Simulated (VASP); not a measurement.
Runs of VASP 6.6.1 on InSe. The structure is that of space group C2/m (No. 12), or close to it. The cells are those of the table. 

```csv
task,cell,gap on the mesh (eV),pressure (GPa),largest force (eV/Å)
single point,"a = 6.404, b = 6.404, c = 4.627 Å, angles 109.6, 109.6, 38.6°, 4 atoms",(b),-3.2,0.60
single point,"a = 6.090, b = 6.090, c = 4.516 Å, angles 109.1, 109.1, 38.6°, 4 atoms",1.03,4.1,1.02
single point,"a = 6.093, b = 6.093, c = 4.599 Å, angles 108.8, 108.8, 38.6°, 4 atoms",1.03,(a),0.83
single point,"a = 6.176, b = 6.176, c = 4.579 Å, angles 109.1, 109.1, 38.6°, 4 atoms",(c),1.2,0.78
single point,"a = 6.133, b = 6.133, c = 4.548 Å, angles 109.1, 109.1, 38.6°, 4 atoms",0.98,2.6,0.89
electric field gradients,"a = 6.197, b = 6.197, c = 4.595 Å, angles 109.1, 109.1, 38.6°, 4 atoms",0.91,0.5,0.74
electric field gradients,"a = 6.238, b = 6.238, c = 4.625 Å, angles 109.1, 109.1, 38.6°, 4 atoms",0.86,(d),0.67
electric field gradients,"a = 6.256, b = 6.179, c = 4.640 Å, angles 110.4, 109.7, 38.6°, 4 atoms",0.97,0.2,0.87
```

Alike in all rows: level PBEsol; potentials or basis VASP PAW PBE potentials, release 64 (In_d, Se); no spin polarisation; k mesh 7 × 7 × 6; cutoff (eV) 520; smearing fermi-dirac 0.02 eV.

Question: Fill in the values left out.

Answer: (a) 2.7; (b) 0.68; (c) 0.93; (d) -0.7.

Caveats: the PAW data sets were made with another functional, which shifts forces and pressure a little; spin-orbit coupling is left out, which moves the levels of the heavy elements; an odd mesh through Γ misses points on the zone boundary, where band edges can lie; the cell stands under tension (at least some runs); the cell stands under pressure (at least some runs).

A k mesh can miss the band edges, and the runs leave out spin-orbit coupling on In, Se.
